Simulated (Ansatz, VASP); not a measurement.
**H in VASP and in Ansatz**

```
CELL_PARAMETERS angstrom
0.00000 1.14173 1.14173
1.14173 0.00000 1.14173
1.14173 1.14173 0.00000
ATOMIC_POSITIONS crystal
H 0.50000 0.50000 0.50000
```

Alike in both runs: functional PBE; k mesh 26 × 26 × 26; occupations gaussian, width 0.1 eV; no spin polarisation.

Ansatz relaxed the structure, and its values are those at the end. VASP's run is a single point on that final structure, the one shown.

|  | VASP | Ansatz |
| --- | --- | --- |
| version | VASP 6.6.1 | Ansatz 0.2.0 |
| potentials or method | VASP PAW PBE potentials, release 64 (H), cutoff 520 eV | scalar-relativistic, plane waves, PAW |
| valence electrons in the cell | 1 | 1 |

VASP gave:

* gap on the k mesh at the Fermi level (eV): none
* pressure (GPa): -0.8

Which values does Ansatz return?

gap on the k mesh at the Fermi level (eV): none; pressure (GPa): -0.1.

A gap of «none» marks a metal or a gap that the smearing closes.
